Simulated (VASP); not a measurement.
# Si2Mo (I4/mmm) in VASP: further runs, part 2 of 2

VASP 6.6.1. The steps go on from the part before.

## 3. Single point, PBEsol (volume scaled by 0.98)

File INCAR:

```
SYSTEM = Si2Mo
ALGO = Normal
EDIFF = 1E-7
ENCUT = 520
GGA = PS
ISIF = 2
ISMEAR = -1
LASPH = .TRUE.
LCHARG = .FALSE.
LREAL = .FALSE.
LWAVE = .FALSE.
NBANDS = 18
NELM = 100
PREC = Accurate
SIGMA = 0.08
```

File KPOINTS:

```
k-points
0
G
  16 16 16
  0 0 0
```

File POSCAR:

```
Si2Mo
1.0
   -1.5892614214      1.5892614214      3.9041200105
    1.5892614214     -1.5892614214      3.9041200105
    1.5892614214      1.5892614214     -3.9041200105
Si Mo
2 1
Direct
    0.3330000000      0.3330000000      0.0000000000
    0.6670000000      0.6670000000      0.0000000000
    0.0000000000      0.0000000000      0.0000000000
```

Potentials or basis: VASP PAW PBE potentials, release 64 (Si, Mo_sv).

The run is started by

```
> cat potpaw_PBE.64/Si/POTCAR potpaw_PBE.64/Mo_sv/POTCAR > POTCAR
> mpirun -np 1 vasp_std > vasp.out
```

OUTCAR:

```text
SYSTEM = Si2Mo
   EDIFF = 1E-7
   ENCUT = 520
   GGA = PS
   ISIF = 2
   ISMEAR = -1
   LASPH = .TRUE.
   LREAL = .FALSE.
   NELM = 100
   PREC = Accurate

 ion  position               nearest neighbor table
   1  0.333  0.333  0.000-   2 2.59   2 2.59   2 2.59   2 2.59   3 2.60   3 2.60   3 2.60   3 2.60
                             3 2.60   2 2.61
   2  0.667  0.667  0.000-   1 2.59   1 2.59   1 2.59   1 2.59   3 2.60   3 2.60   3 2.60   3 2.60
                             3 2.60   1 2.61
   3  0.000  0.000  0.000-   2 2.60   1 2.60   2 2.60   1 2.60   2 2.60   1 2.60   1 2.60   2 2.60
                             1 2.60   2 2.60

  LATTYP: Found a body centered tetragonal cell.
 ALAT       =     3.1785228428
 C/A-ratio  =     2.4565625000

  Lattice vectors:

 A1 = (  -1.5892614214,   1.5892614214,   3.9041200105)
 A2 = (   1.5892614214,  -1.5892614214,   3.9041200105)
 A3 = (   1.5892614214,   1.5892614214,  -3.9041200105)

Analysis of symmetry for initial positions (statically):
=====================================================================
 Subroutine PRICEL returns:
 Original cell was already a primitive cell.

 Routine SETGRP: Setting up the symmetry group for a
 body centered tetragonal supercell.

 Subroutine GETGRP returns: Found 16 space group operations
 (whereof 16 operations were pure point group operations)
 out of a pool of 16 trial point group operations.

The static configuration has the point symmetry D_4h.

Analysis of symmetry for dynamics (positions and initial velocities):
=====================================================================
 Subroutine PRICEL returns:
 Original cell was already a primitive cell.

 Routine SETGRP: Setting up the symmetry group for a
 body centered tetragonal supercell.

 Subroutine GETGRP returns: Found 16 space group operations
 (whereof 16 operations were pure point group operations)
 out of a pool of 16 trial point group operations.

The dynamic configuration has the point symmetry D_4h.

[... 114 lines left out ...]
   EFERMI =   0.00;   METHOD = LEGACY
   ISMEAR =    -1;   SIGMA  =   0.08  broadening in eV -4-tet -1-fermi 0-gaus
   EFERMI_NEDOS =   21; number of points for ismear=-14 and -15
   IALGO  =     38    algorithm
   IMIX   =      4    mixing-type and parameters
     AMIX     =   0.40;   BMIX     =  1.00
     AMIX_MAG =   1.60;   BMIX_MAG =  1.00
  volume/ion in A,a.u.               =      13.15        88.73
  Fermi-wavevector in a.u.,A,eV,Ry     =   1.347590  2.546576 24.708164  1.815999
  Thomas-Fermi vector in A             =   2.475328
   LORBIT       =      0    0 simple, 1 ext, 2 COOP (PROOUT), +10 PAW based schemes
   GGA     = PS    functional components
   LHFCALC =     F    Hartree Fock is set to
   AEXX    =    0.0000 exact exchange contribution
   IVDW    =     0    specifies the selected vdW correction
   LEPSILON=     F    determine dielectric tensor
   LRPA    =     F    only Hartree local field effects (RPA)
 non-spin polarized calculation
  energy-cutoff  :      520.00
  volume of cell :       39.44
 maximum number of plane-waves:      1080
 NGX is ok and might be reduce to    36
   NGX = 17   NGY = 17   NGZ = 17

 number of electron      22.0000000 magnetization

 Free energy of the ion-electron system (eV)
  ---------------------------------------------------
  ext. energy  EPLUGINS =         0.00000000
  ---------------------------------------------------
  free energy    TOTEN  =       -25.07440002 eV

  energy without entropy =      -25.06844219  energy(sigma->0) =      -25.07142111

 E-fermi :  12.4794     XC(G=0): -12.6066

 val. band max:       12.4755639420   @ k =  -0.1250  -0.1250   0.0625
 cond. band min:      12.4932067485   @ k =  -0.1875  -0.1875   0.1250
 fundamental gap:      0.0176428065
 Fermi energy:        12.4793684163

 k-point     1 :       0.0000    0.0000    0.0000
  band No.  band energies     occupation
      1     -48.1218      2.00000
      2     -22.3322      2.00000
      3     -22.2194      2.00000
      4     -22.2194      2.00000
      5      -1.1230      2.00000
      6       6.0087      2.00000
[... 481 lines left out ...]
      5      -0.9996      2.00000
      6       6.1208      2.00000
[... 10 lines left out ...]
     17      17.8863      0.00000
     18      18.2283      0.00000

 [... further k-points ...]
[... 5 lines left out ...]
  --------------------------------------------------------------------------------------
  -------------------------------------------------------------------------------------
  Total        0.5741684      0.5741684      0.4166794      0.0000000      0.0000000      0.0000000
  in kB       23.3225494     23.3225494     16.9253944      0.0000000      0.0000000      0.0000000
  external PRESSURE =      21.1901644 kB  Pullay stress =       0.0000000 kB

 VOLUME and BASIS-vectors are now :
 -----------------------------------------------------------------------------
  energy-cutoff  :      520.00
  volume of cell :       39.44
      direct lattice vectors                 reciprocal lattice vectors
    -1.589261421  1.589261421  3.904120010     0.000000000  0.314611551  0.128069834
     1.589261421 -1.589261421  3.904120010     0.314611551  0.000000000  0.128069834
     1.589261421  1.589261421 -3.904120010     0.314611551  0.314611551  0.000000000

 POSITION                                       TOTAL-FORCE (eV/Angst)
 -----------------------------------------------------------------------------------
      0.00000      0.00000      2.60014         0.000000      0.000000      0.291762
      0.00000      0.00000      5.20810        -0.000000     -0.000000     -0.291762
      0.00000      0.00000      0.00000        -0.000000     -0.000000      0.000000
 -----------------------------------------------------------------------------------
    total drift:                                0.000000      0.000000     -0.000000

  FREE ENERGIE OF THE ION-ELECTRON SYSTEM (eV)
  ---------------------------------------------------
  free  energy   TOTEN  =       -25.0744000160 eV

  energy  without entropy=      -25.0684421947  energy(sigma->0) =      -25.07142111
```

OSZICAR:

```text
N       E                     dE             d eps       ncg     rms          rms(c)
DAV:   1     0.120451722199E+03    0.12045E+03   -0.11321E+04 12564   0.117E+03
DAV:   2    -0.228967062614E+02   -0.14335E+03   -0.14037E+03 14970   0.300E+02
DAV:   3    -0.260250321456E+02   -0.31283E+01   -0.30967E+01 15526   0.394E+01
DAV:   4    -0.260426650381E+02   -0.17633E-01   -0.17618E-01 14732   0.321E+00
DAV:   5    -0.260427827890E+02   -0.11775E-03   -0.11774E-03 14710   0.275E-01    0.235E+01
DAV:   6    -0.252461323128E+02    0.79665E+00   -0.56429E+00 13266   0.157E+01    0.517E+00
DAV:   7    -0.251163250983E+02    0.12981E+00   -0.83331E-01 13082   0.552E+00    0.483E+00
DAV:   8    -0.250755265402E+02    0.40799E-01   -0.10540E-01 13590   0.237E+00    0.442E-01
DAV:   9    -0.250745257084E+02    0.10008E-02   -0.19292E-03 14952   0.350E-01    0.243E-01
DAV:  10    -0.250744156431E+02    0.11007E-03   -0.47972E-04 13982   0.187E-01    0.599E-02
DAV:  11    -0.250744030557E+02    0.12587E-04   -0.15246E-04 13704   0.922E-02    0.385E-02
DAV:  12    -0.250744007745E+02    0.22811E-05   -0.23840E-05 13398   0.349E-02    0.101E-02
DAV:  13    -0.250744001399E+02    0.63464E-06   -0.16865E-06 13506   0.108E-02    0.247E-03
DAV:  14    -0.250744000332E+02    0.10663E-06   -0.25599E-08  7288   0.118E-03    0.475E-04
DAV:  15    -0.250744000160E+02    0.17246E-07   -0.47948E-09  6822   0.562E-04
   1 F= -.25074400E+02 E0= -.25071421E+02  d E =-.595782E-02
```

Run time: 13 min. Hardware: 1 thread of AMD EPYC 7R13, shared host; peak memory 0.35 GiB.

Results:

| Item | Value |
| --- | --- |
| Free energy | -25.0744 eV |
| Pressure | 2.1 GPa |
| Largest force | 0.292 eV/Å |
| Band gap on the k mesh | zero (band 11 reaches 13.03 eV, above the bottom of band 12 at 11.98 eV) |

Forces on the atoms (eV/Å):
```
Si   0.000  0.000  0.292
Si   0.000  0.000 -0.292
Mo   0.000  0.000  0.000
```

Caveat: the PAW data sets were made with another functional, which shifts forces and pressure a little.

## 4. Single point, PBEsol (volume scaled by 1.01)

File INCAR:

```
SYSTEM = Si2Mo
PREC = Accurate ; ENCUT = 520
EDIFF = 1E-6 ; ISMEAR = -1
SIGMA = 0.08 ; LREAL = .False.
LASPH = .True. ; NELM = 100
ALGO = Normal ; ISIF = 2
LWAVE = .False. ; LCHARG = .False.
GGA = PS ; NBANDS = 18
```

File KPOINTS:

```
Automatic mesh
0
Gamma
  16 16 16
  0 0 0
```

File POSCAR:

```
Si2Mo
1.0
   -1.6053156537      1.6053156537      3.9435582355
    1.6053156537     -1.6053156537      3.9435582355
    1.6053156537      1.6053156537     -3.9435582355
Si Mo
2 1
Direct
    0.3330000000      0.3330000000      0.0000000000
    0.6670000000      0.6670000000      0.0000000000
    0.0000000000      0.0000000000      0.0000000000
```

The run is started by

```
> cat potpaw_PBE.64/Si/POTCAR potpaw_PBE.64/Mo_sv/POTCAR > POTCAR
> mpirun -np 1 vasp_std > vasp.out
```

It took 11 min on 1 thread of AMD EPYC 7R13, shared host; peak memory 0.36 GiB.

The run converged. Its results:

* Free energy: -25.0653 eV
* Pressure: -4.4 GPa
* Largest force: 0.337 eV/Å
* Band gap on the k mesh: zero (band 11 reaches 12.55 eV, above the bottom of band 12 at 11.52 eV)

Forces on the atoms (eV/Å):
```
Si   0.000  0.000  0.337
Si   0.000  0.000 -0.337
Mo   0.000  0.000  0.000
```

Stress tensor (GPa, compression positive):
```
-3.92  0.00  0.00
 0.00 -3.92  0.00
 0.00  0.00 -5.40
```

Levels at points of the mesh, in eV from the Fermi level:
| k point | band 9 | band 10 | band 11 | band 12 | band 13 | band 14 |
| --- | --- | --- | --- | --- | --- | --- |
| (0.00, 0.00, 0.00) | -2.62 | -2.62 | 0.42 | 3.03 | 3.13 | 3.62 |
| (0.50, 0.00, 0.00) | -2.59 | -2.47 | -0.50 | 2.23 | 3.02 | 3.97 |
| (0.50, 0.50, 0.00) | -4.45 | -3.02 | -1.13 | 2.28 | 2.67 | 2.99 |
| (0.50, 0.50, 0.50) | -0.57 | -0.57 | -0.51 | -0.51 | 0.56 | 4.59 |

Caveat: the PAW data sets were made with another functional, which shifts forces and pressure a little.

## 5. Single point, PBEsol (volume scaled by 1.04)

File INCAR:

```
ALGO = Normal ; EDIFF = 1E-7
ENCUT = 520 ; GGA = PS
ISIF = 2 ; ISMEAR = -1
LASPH = T ; LCHARG = F
LREAL = F ; LWAVE = F
NBANDS = 18 ; NELM = 60
PREC = Accurate ; SIGMA = 0.08
```

File KPOINTS:

```
k-points
0
Gamma
  16 16 16
```

File POSCAR:

```
Si2Mo
1.0
   -1.6210550461      1.6210550461      3.9822230367
    1.6210550461     -1.6210550461      3.9822230367
    1.6210550461      1.6210550461     -3.9822230367
Si Mo
2 1
Direct
    0.3330000000      0.3330000000      0.0000000000
    0.6670000000      0.6670000000      0.0000000000
    0.0000000000      0.0000000000      0.0000000000
```

Potentials or basis: VASP PAW PBE potentials, release 64 (Si, Mo_sv).

The run is started by

```
> cat potpaw_PBE.64/Si/POTCAR potpaw_PBE.64/Mo_sv/POTCAR > POTCAR
> mpirun -np 1 vasp_std > vasp.out
```

OUTCAR:

```text
EDIFF = 1E-7
   ENCUT = 520
   GGA = PS
   ISIF = 2
   ISMEAR = -1
   LASPH = T
   LREAL = F
   NELM = 60
   PREC = Accurate

 ion  position               nearest neighbor table
   1  0.333  0.333  0.000-   2 2.65   2 2.65   2 2.65   2 2.65   3 2.65   3 2.65   3 2.65   3 2.65
                             3 2.65   2 2.66
   2  0.667  0.667  0.000-   1 2.65   1 2.65   1 2.65   1 2.65   3 2.65   3 2.65   3 2.65   3 2.65
                             3 2.65   1 2.66
   3  0.000  0.000  0.000-   2 2.65   2 2.65   2 2.65   1 2.65   2 2.65   1 2.65   1 2.65   1 2.65
                             1 2.65   2 2.65
[... 696 lines left out ...]
     18      16.9654      0.00000

 [... further k-points ...]
[... 5 lines left out ...]
  --------------------------------------------------------------------------------------
  -------------------------------------------------------------------------------------
  Total       -2.4164182     -2.4164182     -2.9813090      0.0000000      0.0000000      0.0000000
  in kB      -92.4914507    -92.4914507   -114.1133551      0.0000000      0.0000000      0.0000000
  external PRESSURE =     -99.6987521 kB  Pullay stress =       0.0000000 kB

 VOLUME and BASIS-vectors are now :
 -----------------------------------------------------------------------------
  energy-cutoff  :      520.00
  volume of cell :       41.86
      direct lattice vectors                 reciprocal lattice vectors
    -1.621055046  1.621055046  3.982223037     0.000000000  0.308441099  0.125558010
     1.621055046 -1.621055046  3.982223037     0.308441099  0.000000000  0.125558010
     1.621055046  1.621055046 -3.982223037     0.308441099  0.308441099  0.000000000

 POSITION                                       TOTAL-FORCE (eV/Angst)
 -----------------------------------------------------------------------------------
      0.00000      0.00000      2.65216        -0.000000     -0.000000      0.377872
      0.00000      0.00000      5.31229         0.000000      0.000000     -0.377872
      0.00000      0.00000      0.00000         0.000000      0.000000      0.000000
 -----------------------------------------------------------------------------------
    total drift:                                0.000000      0.000000     -0.000000

  FREE ENERGIE OF THE ION-ELECTRON SYSTEM (eV)
  ---------------------------------------------------
  free  energy   TOTEN  =       -25.0107626681 eV

  energy  without entropy=      -25.0038289798  energy(sigma->0) =      -25.00729582
```

OSZICAR:

```text
N       E                     dE             d eps       ncg     rms          rms(c)
DAV:   1     0.117030705877E+03    0.11703E+03   -0.11276E+04 12580   0.116E+03
DAV:   2    -0.228733143348E+02   -0.13990E+03   -0.13698E+03 15018   0.294E+02
DAV:   3    -0.260183203290E+02   -0.31450E+01   -0.31016E+01 15714   0.389E+01
DAV:   4    -0.260375885042E+02   -0.19268E-01   -0.19242E-01 14956   0.322E+00
DAV:   5    -0.260377153947E+02   -0.12689E-03   -0.12689E-03 14614   0.282E-01    0.205E+01
DAV:   6    -0.252238447362E+02    0.81387E+00   -0.66967E+00 13208   0.163E+01    0.426E+00
DAV:   7    -0.250564746364E+02    0.16737E+00   -0.11250E+00 13040   0.619E+00    0.419E+00
DAV:   8    -0.250121652462E+02    0.44309E-01   -0.11957E-01 13574   0.244E+00    0.454E-01
DAV:   9    -0.250109009367E+02    0.12643E-02   -0.24820E-03 15374   0.371E-01    0.260E-01
DAV:  10    -0.250107863527E+02    0.11458E-03   -0.62690E-04 13866   0.213E-01    0.627E-02
DAV:  11    -0.250107683692E+02    0.17983E-04   -0.24161E-04 13642   0.115E-01    0.497E-02
DAV:  12    -0.250107630468E+02    0.53224E-05   -0.27169E-05 13386   0.370E-02    0.996E-03
DAV:  13    -0.250107628873E+02    0.15954E-06   -0.50581E-07 14030   0.563E-03    0.211E-03
DAV:  14    -0.250107626898E+02    0.19749E-06   -0.17069E-07  8996   0.244E-03    0.874E-04
DAV:  15    -0.250107626681E+02    0.21731E-07   -0.52558E-09  6828   0.499E-04
   1 F= -.25010763E+02 E0= -.25007296E+02  d E =-.693369E-02
```

It took 12 min on 1 thread of AMD EPYC 7R13, shared host; peak memory 0.36 GiB.

Results:

```yaml
Free_energy: -25.0108 eV
Pressure: -10.0 GPa
Largest_force: 0.378 eV/Å
Band_gap_on_the_k_mesh: zero (band 11 reaches 12.09 eV, above the bottom of band 12 at 11.09 eV)
```

Forces in eV/Å, atoms in the order of the input:
```
Si   0.000  0.000  0.378
Si   0.000  0.000 -0.378
Mo   0.000  0.000  0.000
```

Caveat: the PAW data sets were made with another functional, which shifts forces and pressure a little.

## 6. Overview

| cell | gap on the mesh (eV) | pressure (GPa) | largest force (eV/Å) |
| --- | --- | --- | --- |
| a = 4.443 Å, angles 138.7, 138.7, 59.9°, 3 atoms | none | 12.7 | 0.22 |
| a = 4.505 Å, angles 138.7, 138.7, 59.9°, 3 atoms | none | 2.1 | 0.29 |
| a = 4.550 Å, angles 138.7, 138.7, 59.9°, 3 atoms | none | -4.4 | 0.34 |
| a = 4.595 Å, angles 138.7, 138.7, 59.9°, 3 atoms | none | -10.0 | 0.38 |

Alike in all rows: task single point; level PBEsol; potentials or basis VASP PAW PBE potentials, release 64 (Si, Mo_sv); no spin polarisation; k mesh 16 × 16 × 16; cutoff (eV) 520; smearing fermi-dirac 0.08 eV.

Caveats: the PAW data sets were made with another functional, which shifts forces and pressure a little.

Total energies depend on the potentials used, so only differences within one code and one set of settings carry meaning.
